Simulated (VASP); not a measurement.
# H2C32O in VASP: single point with PBE

Aim: the single point of H2C32O with PBE.

Program: VASP 6.6.1. These are calculated values, not measurements. Logs are shortened: lines on timing, memory, paths and dates and some standing lists are left out, and cuts for length are marked.

### 1 The cell of the first run

The cell holds a slab with vacuum, 35 atoms: a = 9.864 Å, b = 9.864 Å, c = 13.000 Å, α = 90.00°, β = 90.00°, γ = 120.00°.

### 2 Single point, PBE

Input file INCAR:

```
SYSTEM = H2C32O
ALGO     = Normal         ! electronic algorithm
EDIFF    = 1E-6           ! SCF threshold, eV
ENCUT    = 520            ! plane-wave cutoff, eV
GGA      = PE             ! functional
ISIF     = 2              ! what is computed and relaxed
ISMEAR   = -1             ! smearing method
LASPH    = .TRUE.         ! aspherical terms in the spheres
LCHARG   = .FALSE.        ! write CHGCAR
LREAL    = Auto         
LWAVE    = .FALSE.        ! write WAVECAR
NBANDS   = 91             ! bands
NELM     = 80             ! most SCF steps
PREC     = Accurate       ! precision mode
SIGMA    = 0.05           ! smearing width, eV
```

Input file KPOINTS:

```
k-points
0
G
  2 2 1
  0 0 0
```

Input file POSCAR:

```
H2C32O
1.0
    9.8640000000      0.0000000000      0.0000000000
   -4.9320000000      8.5424750000      0.0000000000
    0.0000000000      0.0000000000     13.0000000000
C O H
32 1 2
Direct
   -0.0006245562     -0.0003285933      0.0613910769
    0.1660416920      0.0830408049      0.0613447692
   -0.0006157911      0.2497680122      0.0612937692
    0.1660512926      0.3330772405      0.0612774615
   -0.0006323699      0.4997405319      0.0612138462
    0.1660172912      0.5830469507      0.0612270769
   -0.0006492106      0.7496902244      0.0612950000
    0.1660078927      0.8330245040      0.0613026923
    0.2493360120     -0.0003164188      0.0613303846
    0.4159877030      0.0830384637      0.0613392308
    0.2493624748      0.2497152172      0.0613064615
    0.4160200057      0.3330566376      0.0612943846
    0.2493600214      0.4997366688      0.0612443846
    0.4160084939      0.5830344250      0.0612618462
    0.2493288404      0.7496887026      0.0612770769
    0.4159785298      0.8329978139      0.0613253077
    0.4992782308     -0.0003352658      0.0613813846
    0.6659795048      0.0830326106      0.0614093846
    0.4993355153      0.2497138124      0.0613134615
    0.6660044870      0.3330777087      0.0613052308
    0.4993466189      0.4997129052      0.0612710000
    0.6660051630      0.5830316155      0.0612759231
    0.4993195530      0.7496794547      0.0612970769
    0.6659756550      0.8329738161      0.0613290000
    0.7493120521     -0.0003570394      0.0613929231
    0.9160385462      0.0830430291      0.0614037692
    0.7493680571      0.2497645003      0.0613280769
    0.9160514584      0.3331039307      0.0612406923
    0.7493572673      0.4997333911      0.0612721538
    0.9160168647      0.5830428535      0.0612506154
    0.7493388421      0.7496791035      0.0613038462
    0.9160053450      0.8329993357      0.0613397692
    0.8558229324      0.1792624503      0.3425949231
    0.7738488685      0.1740629033      0.2986203846
    0.9137632154      0.1477026272      0.2977155385
```

Potentials or basis: VASP PAW PBE potentials, release 64 (C, O, H).

Started as:

```sh
cat potpaw_PBE.64/C/POTCAR potpaw_PBE.64/O/POTCAR potpaw_PBE.64/H/POTCAR > POTCAR
mpirun -np 1 vasp_std > vasp.out
```

OUTCAR:

```text
SYSTEM = H2C32O
   EDIFF = 1E-6
   ENCUT = 520
   GGA = PE
   ISIF = 2
   ISMEAR = -1
   LASPH = .TRUE.
   LREAL = Auto
   NELM = 80
   PREC = Accurate

 ion  position               nearest neighbor table
   1  0.999  1.000  0.061-   2 1.42  32 1.42  26 1.42
   2  0.166  0.083  0.061-   9 1.42   1 1.42  11 1.42
   3  0.999  0.250  0.061-   4 1.42  28 1.42  26 1.42
   4  0.166  0.333  0.061-  13 1.42   3 1.42  11 1.42
   5  0.999  0.500  0.061-  28 1.42   6 1.42  30 1.42
   6  0.166  0.583  0.061-  15 1.42   5 1.42  13 1.42
[... 24 lines left out ...]
  31  0.749  0.750  0.061-  22 1.42  24 1.42  32 1.42
  32  0.916  0.833  0.061-   7 1.42  31 1.42   1 1.42
  33  0.856  0.179  0.343-  34 0.97  35 0.97
  34  0.774  0.174  0.299-  33 0.97
  35  0.914  0.148  0.298-  33 0.97

  LATTYP: Found a hexagonal cell.
 ALAT       =     9.8640000000
 C/A-ratio  =     1.3179237632

  Lattice vectors:

 A1 = (   9.8640000000,   0.0000000000,   0.0000000000)
 A2 = (  -4.9320000000,   8.5424750000,   0.0000000000)
 A3 = (   0.0000000000,   0.0000000000,  13.0000000000)

Analysis of symmetry for initial positions (statically):
=====================================================================
 Subroutine PRICEL returns:
 Original cell was already a primitive cell.

 Routine SETGRP: Setting up the symmetry group for a
 hexagonal supercell.

 Subroutine GETGRP returns: Found  1 space group operations
 (whereof  1 operations were pure point group operations)
 out of a pool of 24 trial point group operations.

The static configuration has the point symmetry C_1 .

Analysis of symmetry for dynamics (positions and initial velocities):
=====================================================================
 Subroutine PRICEL returns:
 Original cell was already a primitive cell.

 Routine SETGRP: Setting up the symmetry group for a
 hexagonal supercell.

 Subroutine GETGRP returns: Found  1 space group operations
 (whereof  1 operations were pure point group operations)
 out of a pool of 24 trial point group operations.

The dynamic configuration has the point symmetry C_1 .

 Subroutine INISYM returns: Found  1 space group operations
 (whereof  1 operations are pure point group operations),
 and found     1 'primitive' translations

----------------------------------------------------------------------------------------

                                     Primitive cell

  volume of cell :    1095.4187

  direct lattice vectors                    reciprocal lattice vectors
     9.864000000  0.000000000  0.000000000     0.101378751  0.058531046  0.000000000
    -4.932000000  8.542475000  0.000000000     0.000000000  0.117062093  0.000000000
     0.000000000  0.000000000 13.000000000     0.000000000  0.000000000  0.076923077

  length of vectors
     9.864000000  9.864000361 13.000000000     0.117062097  0.117062093  0.076923077

  position of ions in fractional coordinates (direct lattice)
     0.999375444  0.999671407  0.061391077
     0.166041692  0.083040805  0.061344769
     0.999384209  0.249768012  0.061293769
     0.166051293  0.333077241  0.061277461
     0.999367630  0.499740532  0.061213846
     0.166017291  0.583046951  0.061227077
[... 27 lines left out ...]
     0.773848868  0.174062903  0.298620385
     0.913763215  0.147702627  0.297715539

  ion indices of the primitive-cell ions
   primitive index   ion index
                 1           1
                 2           2
                 3           3
                 4           4
                 5           5
                 6           6
[... 27 lines left out ...]
                34          34
                35          35

----------------------------------------------------------------------------------------

 KPOINTS: k-points

Automatic generation of k-mesh.
 Grid dimensions read from file:
 generate k-points for:    2    2    1

 Generating k-lattice:

  Cartesian coordinates                     Fractional coordinates (reciprocal lattice)
     0.050689376  0.029265523  0.000000000     0.500000000 -0.000000000  0.000000000
     0.000000000  0.058531046  0.000000000     0.000000000  0.500000000  0.000000000
     0.000000000  0.000000000  0.076923077     0.000000000  0.000000000  1.000000000

  Length of vectors
     0.058531048  0.058531046  0.076923077

  Shift w.r.t. Gamma in fractional coordinates (k-lattice)
     0.000000000  0.000000000  0.000000000

 Subroutine IBZKPT returns following result:
 ===========================================

 Found      4 irreducible k-points:

 Following reciprocal coordinates:
            Coordinates               Weight
  0.000000  0.000000  0.000000      1.000000
  0.500000 -0.000000  0.000000      1.000000
  0.000000  0.500000  0.000000      1.000000
  0.500000  0.500000  0.000000      1.000000
   k-points           NKPTS =      4   k-points in BZ     NKDIM =      4   number of bands    NBANDS=     91
   number of dos      NEDOS =    301   number of ions     NIONS =     35
   total plane-waves  NPLWV = 627200
   dimension x,y,z NGX =    80 NGY =   80 NGZ =   98
   dimension x,y,z NGXF=   160 NGYF=  160 NGZF=  196
   ions per type =              32   1   2
   NGX,Y,Z   is equivalent  to a cutoff of  13.48, 13.48, 12.53 a.u.
   NGXF,Y,Z  is equivalent  to a cutoff of  26.97, 26.97, 25.06 a.u.
 SYSTEM =  H2C32O
   PREC   = accura    normal or accurate (medium, high low for compatibility)
   ISTART =      0    job   : 0-new  1-cont  2-samecut
   ICHARG =      2    charge: 1-file 2-atom 10-const
   ISPIN  =      1    spin polarized calculation?
   LNONCOLLINEAR =      F non collinear calculations
   LSORBIT =      F    spin-orbit coupling
   LASPH  =      T    aspherical Exc in radial PAW
   ENCUT  =  520.0 eV  38.22 Ry    6.18 a.u.  18.34 18.34 24.17*2*pi/ulx,y,z
   NELM   =     80;   NELMIN=  2; NELMDL= -5     # of ELM steps
   EDIFF  = 0.1E-05   stopping-criterion for ELM
   LREAL  =      T    real-space projection
   EDIFFG = 0.1E-04   stopping-criterion for IOM
   NSW    =      0    number of steps for IOM
   IBRION =     -1    ionic relax: 0-MD 1-quasi-New 2-CG
   NFREE  =      0    steps in history (QN), initial steepest desc. (CG)
   ISIF   =      2    stress and relaxation
   ISYM   =      2    0-nonsym 1-usesym 2-fastsym
   POTIM  = 0.5000    time-step for ionic-motion
   TEBEG  =    0.0;   TEEND  =   0.0 temperature during run
   PSTRESS=    0.0 pullay stress
   NELECT =     136.0000    total number of electrons
   NUPDOWN=      -1.0000    fix difference up-down
   EMIN   =  10.00;   EMAX   =-10.00  energy-range for DOS
   EFERMI =   0.00;   METHOD = LEGACY
   ISMEAR =    -1;   SIGMA  =   0.05  broadening in eV -4-tet -1-fermi 0-gaus
   EFERMI_NEDOS =   21; number of points for ismear=-14 and -15
   IALGO  =     38    algorithm
   IMIX   =      4    mixing-type and parameters
     AMIX     =   0.40;   BMIX     =  1.00
     AMIX_MAG =   1.60;   BMIX_MAG =  1.00
  volume/ion in A,a.u.               =      31.30       211.21
  Fermi-wavevector in a.u.,A,eV,Ry     =   0.816697  1.543334  9.075010  0.666994
  Thomas-Fermi vector in A             =   1.927012
   LORBIT       =      0    0 simple, 1 ext, 2 COOP (PROOUT), +10 PAW based schemes
   GGA     = PE    functional components
   LHFCALC =     F    Hartree Fock is set to
   AEXX    =    0.0000 exact exchange contribution
   IVDW    =     0    specifies the selected vdW correction
   LEPSILON=     F    determine dielectric tensor
   LRPA    =     F    only Hartree local field effects (RPA)
 non-spin polarized calculation
  energy-cutoff  :      520.00
  volume of cell :     1095.42
 maximum number of plane-waves:     29533
 NGX is ok and might be reduce to    80
   NGX = 37   NGY = 37   NGZ = 49

 number of electron     135.9999998 magnetization

 Free energy of the ion-electron system (eV)
  ---------------------------------------------------
  ext. energy  EPLUGINS =         0.00000000
  ---------------------------------------------------
  free energy    TOTEN  =      -309.48397057 eV

  energy without entropy =     -309.48397055  energy(sigma->0) =     -309.48397056

 E-fermi :  -2.0698     XC(G=0):  -3.5859

 val. band max:       -3.0504587537   @ k =   0.5000   0.5000   0.0000
 cond. band min:      -1.0877440303   @ k =   0.5000   0.5000   0.0000
 fundamental gap:      1.9627147235
 Fermi energy:        -2.0698103616

 k-point     1 :       0.0000    0.0000    0.0000
  band No.  band energies     occupation
      1     -22.8285      2.00000
      2     -21.5541      2.00000
      3     -20.1012      2.00000
      4     -20.0972      2.00000
      5     -20.0889      2.00000
      6     -20.0851      2.00000
[... 72 lines left out ...]
     79       2.0675      0.00000
     80       2.8640      0.00000

 k-point     2 :       0.5000   -0.0000    0.0000
  band No.  band energies     occupation
      1     -22.8285      2.00000
      2     -21.1902      2.00000
      3     -21.1808      2.00000
      4     -20.4538      2.00000
      5     -20.4517      2.00000
      6     -19.0115      2.00000
[... 72 lines left out ...]
     79       2.4080      0.00000
     80       2.6402      0.00000

 k-point     3 :       0.0000    0.5000    0.0000
  band No.  band energies     occupation
      1     -22.8285      2.00000
      2     -21.1933      2.00000
      3     -21.1776      2.00000
      4     -20.4532      2.00000
      5     -20.4525      2.00000
      6     -19.0116      2.00000
[... 72 lines left out ...]
     79       2.4665      0.00000
     80       2.5681      0.00000

 k-point     4 :       0.5000    0.5000    0.0000
  band No.  band energies     occupation
      1     -22.8285      2.00000
      2     -21.1887      2.00000
      3     -21.1823      2.00000
      4     -20.4546      2.00000
      5     -20.4508      2.00000
      6     -19.0128      2.00000
[... 72 lines left out ...]
     79       2.3809      0.00000
     80       2.6861      0.00000
 [bands above 80 left out]

------------------------ aborting loop because EDIFF is reached ----------------------------------------

  FORCE on cell =-STRESS in cart. coord.  units (eV):
  Direction    XX          YY          ZZ          XY          YZ          ZX
  --------------------------------------------------------------------------------------
  -------------------------------------------------------------------------------------
  Total        1.8795941      1.6349469     -0.1179991      0.0702573      0.0061800     -0.0089566
  in kB        2.7491253      2.3913002     -0.1725875      0.1027595      0.0090389     -0.0131001
  external PRESSURE =       1.6559460 kB  Pullay stress =       0.0000000 kB

 VOLUME and BASIS-vectors are now :
 -----------------------------------------------------------------------------
  energy-cutoff  :      520.00
  volume of cell :     1095.42
      direct lattice vectors                 reciprocal lattice vectors
     9.864000000  0.000000000  0.000000000     0.101378751  0.058531046  0.000000000
    -4.932000000  8.542475000  0.000000000     0.000000000  0.117062093  0.000000000
     0.000000000  0.000000000 13.000000000     0.000000000  0.000000000  0.076923077

 POSITION                                       TOTAL-FORCE (eV/Angst)
 -----------------------------------------------------------------------------------
      4.92746      8.53967      0.79808        -0.003161     -0.006738      0.001505
      1.22828      0.70937      0.79748         0.006497      0.003667     -0.001604
      8.62607      2.13364      0.79682        -0.005584      0.000753     -0.000582
     -0.00481      2.84530      0.79661         0.015084      0.009284     -0.000456
      7.39304      4.26902      0.79578        -0.007139     -0.002460     -0.001657
     -1.23799      4.98066      0.79595         0.007744      0.000905     -0.000219
[... 27 lines left out ...]
      6.77477      1.48693      3.88206        -0.103289      0.007662     -0.029867
      8.28489      1.26175      3.87030         0.094945     -0.021799     -0.030897
 -----------------------------------------------------------------------------------
    total drift:                                0.038922      0.009240      0.031294

  FREE ENERGIE OF THE ION-ELECTRON SYSTEM (eV)
  ---------------------------------------------------
  free  energy   TOTEN  =      -309.4839705691 eV

  energy  without entropy=     -309.4839705518  energy(sigma->0) =     -309.48397056
```

It took 12 min on 1 thread of Intel Xeon 6975P-C (Granite Rapids), shared host; peak memory 1.2 GiB.

What came out:

```
Free energy            : -309.4840 eV
Largest force          : 0.108 eV/Å
Band gap on the k mesh : 1.96 eV
```

Forces on the atoms (eV/Å):
```
C   -0.003 -0.007  0.002
C    0.006  0.004 -0.002
C   -0.006  0.001 -0.001
C    0.015  0.009  0.000
C   -0.007 -0.002 -0.002
C    0.008  0.001  0.000
C   -0.008 -0.004 -0.001
C    0.008  0.005  0.000
C   -0.007 -0.005  0.001
C    0.011  0.002  0.000
C   -0.010 -0.001 -0.001
C    0.009  0.005  0.001
C   -0.008 -0.007  0.000
C    0.008  0.003  0.000
C   -0.008 -0.005  0.000
C    0.008  0.008  0.000
C   -0.009 -0.005  0.000
C    0.008 -0.006  0.001
C   -0.009 -0.004  0.000
C    0.001  0.008  0.002
C   -0.008 -0.004  0.000
C    0.009  0.004  0.000
C   -0.007 -0.003  0.000
C    0.008  0.006  0.001
C   -0.011 -0.005  0.000
C    0.000 -0.003 -0.001
C   -0.005 -0.005  0.004
C    0.010  0.013 -0.003
C   -0.007 -0.003  0.000
C    0.012  0.002 -0.001
C   -0.009 -0.003  0.000
C    0.007  0.004  0.001
O    0.003  0.010  0.060
H   -0.103  0.008 -0.030
H    0.095 -0.022 -0.031
```

Levels at points of the mesh, in eV from the valence-band top:
```
           k point  band 66  band 67  band 68  band 69  band 70  band 71
(0.00, 0.00, 0.00)    -1.34    -1.34    -1.33     2.69     2.70     2.70
(0.50, 0.00, 0.00)    -1.53    -0.01     0.00     1.96     1.97     3.24
(0.00, 0.50, 0.00)    -1.53     0.00     0.00     1.96     1.97     3.23
(0.50, 0.50, 0.00)    -1.53    -0.01     0.00     1.96     1.97     3.24
```

Caveat: there is no dipole correction, which matters where the two faces differ.
